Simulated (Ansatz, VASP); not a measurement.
**One calculation of TiO2, two programs**

INCAR

```
ALGO     = Normal         # electronic algorithm
EDIFF    = 1E-6           # SCF threshold, eV
ENCUT    = 520            # plane-wave cutoff, eV
GGA      = PE             # functional
ISIF     = 2              # what is computed and relaxed
ISMEAR   = 0              # smearing method
LASPH    = T              # aspherical terms in the spheres
LCHARG   = F              # write CHGCAR
LDAU     = T              # DFT+U
LDAUJ    = 0 0          
LDAUL    = 2 -1           # shell
LDAUPRINT= 1            
LDAUTYPE = 2            
LDAUU    = 4 0            # U, eV
LMAXMIX  = 4              # l up to which the mixer works
LREAL    = F              # projectors in reciprocal space
LWAVE    = F              # write WAVECAR
NBANDS   = 33             # bands
NELM     = 150            # most SCF steps
PREC     = Accurate       # precision mode
SIGMA    = 0.05           # smearing width, eV
```

Contents of KPOINTS:

```
k-points
0
Gamma
  6 6 6
```

The input POSCAR:

```
TiO2
1.0
    2.7277841265     -2.7278599281     -0.0203548313
    2.7277841265      2.7278599281     -0.0203548313
   -2.6907787541      0.0000000000      4.9617445611
Ti O
2 4
Direct
    0.1250069486      0.8749930514      0.2500000000
    0.8749930514      0.1250069486      0.7500000000
    0.3302226688      0.0802459441      0.6604550595
    0.6697773312      0.9197540559      0.3395449405
    0.9197540559      0.6697773312      0.8395449405
    0.0802459441      0.3302226688      0.1604550595
```

Input for Ansatz:

```yaml
crystal:
  lattice:
    - [2.7277841265, -2.7278599281, -0.0203548313]
    - [2.7277841265, 2.7278599281, -0.0203548313]
    - [-2.6907787541, 0.0, 4.9617445611]
  atoms:
    - { symbol: Ti, position: [0.1250069486, 0.8749930514, 0.25] }
    - { symbol: Ti, position: [0.8749930514, 0.1250069486, 0.75] }
    - { symbol: O, position: [0.3302226688, 0.0802459441, 0.6604550595] }
    - { symbol: O, position: [0.6697773312, 0.9197540559, 0.3395449405] }
    - { symbol: O, position: [0.9197540559, 0.6697773312, 0.8395449405] }
    - { symbol: O, position: [0.0802459441, 0.3302226688, 0.1604550595] }
basis:
  ecutwfc: 520.0
kpoints:
  mp_grid: { grid: [6, 6, 6] }
hamiltonian:
  xc: pbe
  pseudopotentials: { kind: paw, azcp: { folder: soft_1 } }
  hubbard: { sites: [{ species: Ti, l: d, u_eff: 4.0 }] }
scf:
  occupations: { method: gaussian, width: 0.05 }
output:
  forces: true
  stress: true
  eigenvalues: true
```

Alike in both runs: task single point; functional PBE; k mesh 6 × 6 × 6; occupations gaussian, width 0.05 eV; no spin polarisation; Hubbard terms Ti d U = 4.0 eV.

|  | VASP | Ansatz |
| --- | --- | --- |
| version | VASP 6.6.1 | Ansatz 0.2.0 |
| potentials or method | VASP PAW PBE potentials, release 64 (Ti_sv, O), cutoff 520 eV | scalar-relativistic, plane waves, PAW |
| valence electrons in the cell | 48 | 48 |

Ansatz gave:

| Item | Value |
| --- | --- |
| gap on the k mesh at the Fermi level (eV) | 2.59 |
| least direct gap on the mesh (eV) | 2.82 |
| pressure (GPa) | -5.9 |
| traceless stress, the component that is largest in VASP (GPa) | -0.28 |
| rms of the force components (eV/Å) | 0.077 |

Q: Estimate VASP's values.

A: gap on the k mesh at the Fermi level (eV): 2.63; least direct gap on the mesh (eV): 2.87; pressure (GPa): -2.2; traceless stress, the component that is largest in VASP (GPa): -0.85; rms of the force components (eV/Å): 0.010.

The programs project onto different local orbitals, so the same U acts differently, and such runs can settle in different states. Atom by atom the forces differ by 0.067 eV/Å (rms over components).
